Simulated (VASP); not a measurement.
Input of a VASP 6.6.1 run:

The input INCAR:

```
SYSTEM = CdSe
  PREC = Accurate
  ENCUT = 520
  EDIFF = 1E-7
  ISMEAR = 0
  SIGMA = 0.05
  LREAL = .FALSE.
  LASPH = .TRUE.
  NELM = 80
  ALGO = Normal
  ISIF = 2
  LWAVE = .FALSE.
  LCHARG = .FALSE.
  GGA = PS
  NBANDS = 26
```

KPOINTS

```
regular mesh
0
G
  10 10 6
  0 0 0
```

File POSCAR:

```
CdSe
1.0
    4.1128409593      0.0000000000      0.0000000000
   -2.0564204796      3.5618247525      0.0000000000
    0.0000000000      0.0000000000      6.7578057080
Cd Se
2 2
Direct
    0.3333333333      0.6666666667      0.0057258518
    0.6666666667      0.3333333333      0.5057258518
    0.3333333333      0.6666666667      0.3792741482
    0.6666666667      0.3333333333      0.8792741482
```

Potentials or basis: VASP PAW PBE potentials, release 64 (Cd, Se).

Command:

```console
$ cat potpaw_PBE.64/Cd/POTCAR potpaw_PBE.64/Se/POTCAR > POTCAR
$ mpirun -np 1 vasp_std > vasp.out
```

Task: What does it give for the band gap on the k mesh?

Result: 0.79 eV.

Task: What does it give for the pressure?

Result: 9.5 GPa.

Caveat: the cell stands under pressure; the PAW data sets were made with another functional, which shifts forces and pressure a little. PBEsol gaps usually lie below the measured ones, often by a third to a half.
